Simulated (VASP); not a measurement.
# Ni (P6_3/mmc) in VASP: single point with PBE

Aim: the single point of Ni with PBE.

Program: VASP 6.6.1. These are calculated values, not measurements. Logs are shortened: lines on timing, memory, paths and dates and some standing lists are left out, and cuts for length are marked.

## Step 1: The cell of the first run

Symmetry: P6_3/mmc, No. 194, hexagonal system. The conventional cell has a = 2.474 Å, b = 2.474 Å, c = 4.601 Å, α = 90.00°, β = 90.00°, γ = 120.00°. Ni (site symmetry -6m2) has 12 Ni at 2.47 to 2.71 Å within 3.3 Å.

This isn't the form of Ni at room conditions, which is fcc.

## Step 2: Single point, PBE

Input file POSCAR:

```
Ni
1.0
    2.4736090000      0.0000000000      0.0000000000
   -1.2368040000      2.1422100000      0.0000000000
    0.0000000000      0.0000000000      4.6007270000
Ni
2
Direct
    0.3333300000      0.6666700000      0.2500000000
    0.6666600000      0.3333300000      0.7500000000
```

Input file INCAR.step1:

```
ALGO = Normal
EDIFF = 1E-6
ENCUT = 520
GGA = PE
GGA_COMPAT = F
ISIF = 2
ISMEAR = -1
LASPH = T
LCHARG = T
LMAXMIX = 4
LORBIT = 11
LREAL = F
LWAVE = F
NBANDS = 17
NEDOS = 2001
NELM = 120
PREC = Accurate
SIGMA = 0.1
```

Input file KPOINTS.step1:

```
k-points
0
Gamma
  15 15 7
```

Input file INCAR.step2:

```
ALGO = Normal
EDIFF = 1E-6
ENCUT = 520
GGA = PE
GGA_COMPAT = F
ICHARG = 11
ISIF = 2
ISMEAR = -5
LASPH = T
LCHARG = F
LMAXMIX = 4
LORBIT = 10
LREAL = F
LWAVE = F
NBANDS = 17
NEDOS = 2001
NELM = 120
PREC = Accurate
SIGMA = 0.1
```

Input file KPOINTS.step2:

```
k-points
0
Gamma
  23 23 11
```

Potentials or basis: VASP PAW PBE potentials, release 64 (Ni).

On the command line:

```bash
> cat potpaw_PBE.64/Ni/POTCAR > POTCAR
> cp INCAR.step1 INCAR
> cp KPOINTS.step1 KPOINTS
> mpirun -np 1 vasp_std > vasp.out
> cp INCAR.step2 INCAR
> cp KPOINTS.step2 KPOINTS
> mpirun -np 1 vasp_std > vasp.out
```

OUTCAR:

```text
EDIFF = 1E-6
   ENCUT = 520
   GGA = PE
   ICHARG = 11
   ISIF = 2
   ISMEAR = -5
   LASPH = T
   LORBIT = 10
   LREAL = F
   NELM = 120
   PREC = Accurate

 ion  position               nearest neighbor table
   1  0.333  0.667  0.250-   2 2.71   2 2.71   2 2.71   2 2.71   2 2.71   2 2.71
   2  0.667  0.333  0.750-   1 2.71   1 2.71   1 2.71   1 2.71   1 2.71   1 2.71

  LATTYP: Found a hexagonal cell.
 ALAT       =     2.4736090000
 C/A-ratio  =     1.8599249113

  Lattice vectors:

 A1 = (   2.4736090000,   0.0000000000,   0.0000000000)
 A2 = (  -1.2368040000,   2.1422100000,   0.0000000000)
 A3 = (   0.0000000000,   0.0000000000,   4.6007270000)

Analysis of symmetry for initial positions (statically):
=====================================================================
 Subroutine PRICEL returns:
 Original cell was already a primitive cell.

 Routine SETGRP: Setting up the symmetry group for a
 hexagonal supercell.

 Subroutine GETGRP returns: Found  8 space group operations
 (whereof  2 operations were pure point group operations)
 out of a pool of 24 trial point group operations.

The static configuration has the point symmetry C_2 .
 The point group associated with its full space group is D_2h.

Analysis of symmetry for dynamics (positions and initial velocities):
=====================================================================
 Subroutine PRICEL returns:
 Original cell was already a primitive cell.

 Routine SETGRP: Setting up the symmetry group for a
 hexagonal supercell.

 Subroutine GETGRP returns: Found  8 space group operations
 (whereof  2 operations were pure point group operations)
 out of a pool of 24 trial point group operations.

The dynamic configuration has the point symmetry C_2 .
 The point group associated with its full space group is D_2h.

 Subroutine INISYM returns: Found  8 space group operations
 (whereof  2 operations are pure point group operations),
 and found     1 'primitive' translations

----------------------------------------------------------------------------------------

                                     Primitive cell

  volume of cell :      24.3792

  direct lattice vectors                    reciprocal lattice vectors
     2.473609000  0.000000000  0.000000000     0.404267611  0.233403727  0.000000000
    -1.236804000  2.142210000  0.000000000     0.000000000  0.466807643  0.000000000
     0.000000000  0.000000000  4.600727000     0.000000000  0.000000000  0.217356952

  length of vectors
     2.473609000  2.473610280  4.600727000     0.466807884  0.466807643  0.217356952

  position of ions in fractional coordinates (direct lattice)
     0.333330000  0.666670000  0.250000000
     0.666660000  0.333330000  0.750000000

  ion indices of the primitive-cell ions
   primitive index   ion index
                 1           1
                 2           2

----------------------------------------------------------------------------------------

 KPOINTS: k-points

Automatic generation of k-mesh.
 Grid dimensions read from file:
 generate k-points for:   23   23   11

 Generating k-lattice:

  Cartesian coordinates                     Fractional coordinates (reciprocal lattice)
     0.017576853  0.010147988  0.000000000     0.043478261  0.000000000  0.000000000
     0.000000000  0.020295984  0.000000000     0.000000000  0.043478261  0.000000000
     0.000000000  0.000000000  0.019759723     0.000000000  0.000000000  0.090909091

  Length of vectors
     0.020295995  0.020295984  0.019759723

  Shift w.r.t. Gamma in fractional coordinates (k-lattice)
     0.000000000  0.000000000  0.000000000

 TETIRR: Found  14129 inequivalent tetrahedra from    34914

 Subroutine IBZKPT returns following result:
 ===========================================

 Found    864 irreducible k-points:

 Following reciprocal coordinates:
            Coordinates               Weight
  0.000000  0.000000  0.000000      1.000000
  0.043478 -0.000000  0.000000      4.000000
  0.000000  0.043478  0.000000      2.000000
  0.086957 -0.000000  0.000000      4.000000
  0.000000  0.086957  0.000000      2.000000
  0.130435 -0.000000  0.000000      4.000000
[... 16 lines left out ...]
  0.000000  0.478261  0.000000      2.000000
  0.043478  0.043478  0.000000      4.000000
 [... further k-points ...]
   k-points           NKPTS =    864   k-points in BZ     NKDIM =    864   number of bands    NBANDS=     17
   number of dos      NEDOS =   2001   number of ions     NIONS =      2
   total plane-waves  NPLWV =  11664
   dimension x,y,z NGX =    18 NGY =   18 NGZ =   36
   dimension x,y,z NGXF=    36 NGYF=   36 NGZF=   72
   ions per type =               2
   NGX,Y,Z   is equivalent  to a cutoff of  12.10, 12.10, 13.01 a.u.
   NGXF,Y,Z  is equivalent  to a cutoff of  24.19, 24.19, 26.02 a.u.
 SYSTEM =  unknown system
   PREC   = accura    normal or accurate (medium, high low for compatibility)
   ISTART =      0    job   : 0-new  1-cont  2-samecut
   ICHARG =     11    charge: 1-file 2-atom 10-const
   ISPIN  =      1    spin polarized calculation?
   LNONCOLLINEAR =      F non collinear calculations
   LSORBIT =      F    spin-orbit coupling
   LASPH  =      T    aspherical Exc in radial PAW
   ENCUT  =  520.0 eV  38.22 Ry    6.18 a.u.   4.60  4.60  8.55*2*pi/ulx,y,z
   NELM   =    120;   NELMIN=  2; NELMDL=  0     # of ELM steps
   EDIFF  = 0.1E-05   stopping-criterion for ELM
   LREAL  =      F    real-space projection
   EDIFFG = 0.1E-04   stopping-criterion for IOM
   NSW    =      0    number of steps for IOM
   IBRION =     -1    ionic relax: 0-MD 1-quasi-New 2-CG
   NFREE  =      0    steps in history (QN), initial steepest desc. (CG)
   ISIF   =      2    stress and relaxation
   ISYM   =      2    0-nonsym 1-usesym 2-fastsym
   POTIM  = 0.5000    time-step for ionic-motion
   TEBEG  =    0.0;   TEEND  =   0.0 temperature during run
   PSTRESS=    0.0 pullay stress
   NELECT =      20.0000    total number of electrons
   NUPDOWN=      -1.0000    fix difference up-down
   EMIN   =  10.00;   EMAX   =-10.00  energy-range for DOS
   EFERMI =   0.00;   METHOD = LEGACY
   ISMEAR =    -5;   SIGMA  =   0.10  broadening in eV -4-tet -1-fermi 0-gaus
   EFERMI_NEDOS =   21; number of points for ismear=-14 and -15
   IALGO  =     38    algorithm
   IMIX   =      4    mixing-type and parameters
     AMIX     =   0.40;   BMIX     =  1.00
     AMIX_MAG =   1.60;   BMIX_MAG =  1.00
  volume/ion in A,a.u.               =      12.19        82.26
  Fermi-wavevector in a.u.,A,eV,Ry     =   1.532539  2.896079 31.955690  2.348677
  Thomas-Fermi vector in A             =   2.639731
   LORBIT       =     10    0 simple, 1 ext, 2 COOP (PROOUT), +10 PAW based schemes
   GGA     = PE    functional components
   LHFCALC =     F    Hartree Fock is set to
   AEXX    =    0.0000 exact exchange contribution
   IVDW    =     0    specifies the selected vdW correction
   LEPSILON=     F    determine dielectric tensor
   LRPA    =     F    only Hartree local field effects (RPA)
 non-spin polarized calculation
 Fermi weights with tetrahedron method with Bloechl corrections
  energy-cutoff  :      520.00
  volume of cell :       24.38
 maximum number of plane-waves:       672

 number of electron      20.0000020 magnetization

 Free energy of the ion-electron system (eV)
  ---------------------------------------------------
  ext. energy  EPLUGINS =         0.00000000
  ---------------------------------------------------
  free energy    TOTEN  =       -10.51122594 eV

  energy without entropy =      -10.51122594  energy(sigma->0) =      -10.51122594

 E-fermi :   7.6601     XC(G=0): -12.5812

 val. band max:        7.6677465694   @ k =  -0.0870  -0.4783   0.0000
 cond. band min:       7.5839445314   @ k =   0.0000   0.0000   0.0000
 fundamental gap:     -0.0838020380
 Fermi energy:         7.6601395711

 k-point     1 :       0.0000    0.0000    0.0000
  band No.  band energies     occupation
      1      -0.3998      2.00000
      2       3.4940      2.00000
      3       5.6530      2.00000
      4       6.0897      2.00000
      5       6.0898      2.00000
      6       6.2234      2.00000
[... 9 lines left out ...]
     16      32.3437      0.00000
     17      33.3034      0.00000

 k-point     2 :       0.0435   -0.0000    0.0000
  band No.  band energies     occupation
      1      -0.3331      2.00000
      2       3.5449      2.00000
      3       5.6656      2.00000
      4       6.0732      2.00000
      5       6.1180      2.00000
      6       6.2048      2.00000
[... 9 lines left out ...]
     16      31.8833      0.00000
     17      32.3339      0.00000

 k-point     3 :       0.0000    0.0435    0.0000
  band No.  band energies     occupation
      1      -0.3331      2.00000
      2       3.5449      2.00000
      3       5.6656      2.00000
      4       6.0732      2.00000
      5       6.1180      2.00000
      6       6.2048      2.00000
[... 9 lines left out ...]
     16      31.8833      0.00000
     17      32.3405      0.00000

 k-point     4 :       0.0870   -0.0000    0.0000
  band No.  band energies     occupation
      1      -0.1342      2.00000
      2       3.6929      2.00000
      3       5.6933      2.00000
      4       6.0330      2.00000
      5       6.1562      2.00000
      6       6.1655      2.00000
[... 9 lines left out ...]
     16      31.0257      0.00000
     17      31.0691      0.00000
[... 343 lines left out ...]
      1       4.0746      2.00000
      2       4.2279      2.00000
      3       4.6410      2.00000
      4       5.9234      2.00000
      5       6.2262      2.00000
      6       6.3926      2.00000
[... 9 lines left out ...]
     16      19.3803      0.00000
     17      23.8037      0.00000

 k-point    23 :       0.0000    0.4783    0.0000
  band No.  band energies     occupation
      1       4.0746      2.00000
      2       4.2279      2.00000
      3       4.6410      2.00000
      4       5.9234      2.00000
      5       6.2262      2.00000
      6       6.3926      2.00000
[... 9 lines left out ...]
     16      19.3802      0.00000
     17      23.8038      0.00000

 k-point    24 :       0.0435    0.0435    0.0000
  band No.  band energies     occupation
      1      -0.2002      2.00000
      2       3.6445      2.00000
      3       5.6861      2.00000
      4       6.0449      2.00000
      5       6.1642      2.00000
      6       6.1787      2.00000
[... 9 lines left out ...]
     16      30.2222      0.00000
     17      32.2979      0.00000

 [... further k-points ...]
[... 5 lines left out ...]
  --------------------------------------------------------------------------------------
  -------------------------------------------------------------------------------------
  Total       -1.3950886     -1.3948996     -4.4027594     -0.0000003      0.0000000      0.0000000
  in kB      -91.6838464    -91.6714259   -289.3449983     -0.0000214      0.0000000      0.0000000
  external PRESSURE =    -157.5667569 kB  Pullay stress =       0.0000000 kB

 VOLUME and BASIS-vectors are now :
 -----------------------------------------------------------------------------
  energy-cutoff  :      520.00
  volume of cell :       24.38
      direct lattice vectors                 reciprocal lattice vectors
     2.473609000  0.000000000  0.000000000     0.404267611  0.233403727  0.000000000
    -1.236804000  2.142210000  0.000000000     0.000000000  0.466807643  0.000000000
     0.000000000  0.000000000  4.600727000     0.000000000  0.000000000  0.217356952

 POSITION                                       TOTAL-FORCE (eV/Angst)
 -----------------------------------------------------------------------------------
     -0.00001      1.42815      1.15018         0.000000      0.000213      0.000000
      1.23679      0.71406      3.45055        -0.000000     -0.000213     -0.000000
 -----------------------------------------------------------------------------------
    total drift:                                0.000000      0.000000      0.000000

  FREE ENERGIE OF THE ION-ELECTRON SYSTEM (eV)
  ---------------------------------------------------
  free  energy   TOTEN  =       -10.5112259435 eV

  energy  without entropy=      -10.5112259435  energy(sigma->0) =      -10.51122594

 total charge

# of ion       s       p       d       tot
------------------------------------------
    1        0.456   0.405   8.299   9.159
    2        0.456   0.405   8.299   9.159
--------------------------------------------------
tot          0.911   0.809  16.598  18.318
```

Wall time 2.7 min (1 thread of AMD EPYC 7R13 (Zen 3), shared host); peak memory 0.38 GiB.

Results:

```yaml
Valence_electrons_inside_the_program's_atomic_spheres: Ni 9.16
```

Caveat: the run has no spin polarisation, though such a crystal can be magnetic.
